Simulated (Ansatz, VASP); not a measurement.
**Two plane-wave programs on TiO2**

The input POSCAR:

```
TiO2
1.0
    4.5813028112      0.0000000000      0.0000000000
    0.0000000000      4.5813028112      0.0000000000
    0.0000000000      0.0000000000      2.9484934557
Ti O
2 4
Direct
    0.5000000000      0.5000000000      0.0000000000
    0.0000000000      0.0000000000      0.5000000000
    0.6957185053      0.6957185053      0.5000000000
    0.8042814947      0.1957185053      0.0000000000
    0.1957185053      0.8042814947      0.0000000000
    0.3042814947      0.3042814947      0.5000000000
```

The input INCAR.step1:

```
SYSTEM = TiO2
ALGO = Normal
EDIFF = 1E-4
ENCUT = 520
GGA = PE
ISMEAR = 0
LASPH = .TRUE.
LCHARG = .FALSE.
LREAL = .FALSE.
LWAVE = .TRUE.
NBANDS = 33
NELM = 100
PREC = Accurate
SIGMA = 0.02
```

Contents of INCAR.step2:

```
SYSTEM = TiO2
ALGO = Normal
EDIFF = 1E-7
ENCUT = 520
ISIF = 2
ISMEAR = 0
ISTART = 1
LASPH = .TRUE.
LCHARG = .FALSE.
LMIXTAU = .TRUE.
LREAL = .FALSE.
LWAVE = .FALSE.
METAGGA = R2SCAN
NBANDS = 33
NELM = 100
PREC = Accurate
SIGMA = 0.02
```

KPOINTS

```
k-points
0
G
  6 6 10
  0 0 0
```

Input for Ansatz:

```yaml
crystal:
  lattice:
    - [4.5813028112, 0.0, 0.0]
    - [0.0, 4.5813028112, 0.0]
    - [0.0, 0.0, 2.9484934557]
  atoms:
    - { symbol: Ti, position: [0.5, 0.5, 0.0] }
    - { symbol: Ti, position: [0.0, 0.0, 0.5] }
    - { symbol: O, position: [0.6957185053, 0.6957185053, 0.5] }
    - { symbol: O, position: [0.8042814947, 0.1957185053, 0.0] }
    - { symbol: O, position: [0.1957185053, 0.8042814947, 0.0] }
    - { symbol: O, position: [0.3042814947, 0.3042814947, 0.5] }
basis:
  ecutwfc: 500
kpoints:
  mp_grid: { grid: [6, 6, 10] }
  band_path: { path: [VBM, CBM], npoints: 2 }
hamiltonian:
  xc: r2scan
scf:
  occupations: { method: gaussian, width: 0.02 }
output:
  forces: true
  stress: true
  eigenvalues: true
checkpoint:
  read: start.run
  write: ck
  compress: false
  write_wavefunctions: false
  write_every: 100000
```

Alike in both runs: task single point; functional r2SCAN; k mesh 6 × 6 × 10; occupations gaussian, width 0.02 eV; no spin polarisation.

|  | VASP | Ansatz |
| --- | --- | --- |
| version | VASP 6.6.1 | Ansatz 0.2.0 |
| potentials or method | VASP PAW PBE potentials, release 64 (Ti_sv, O), cutoff 520 eV | scalar-relativistic, plane waves, PAW |
| valence electrons in the cell | 48 | 48 |

```csv
,VASP,Ansatz,Ansatz less VASP
gap on the k mesh at the Fermi level (eV),2.24,2.23,-0.009
least direct gap on the mesh (eV),2.24,2.23,-0.009
pressure (GPa),3.3,2.0,-1.29
"traceless stress, the component that is largest in VASP (GPa)",0.51,0.05,-0.459
rms of the force components (eV/Å),0.013,0.002,-0.0109
```

VASP's potentials were made for PBE, not for r2SCAN. Atom by atom the forces differ by 0.015 eV/Å (rms over components). The functional is the same, so the differences come from potentials, cutoffs and numerics.
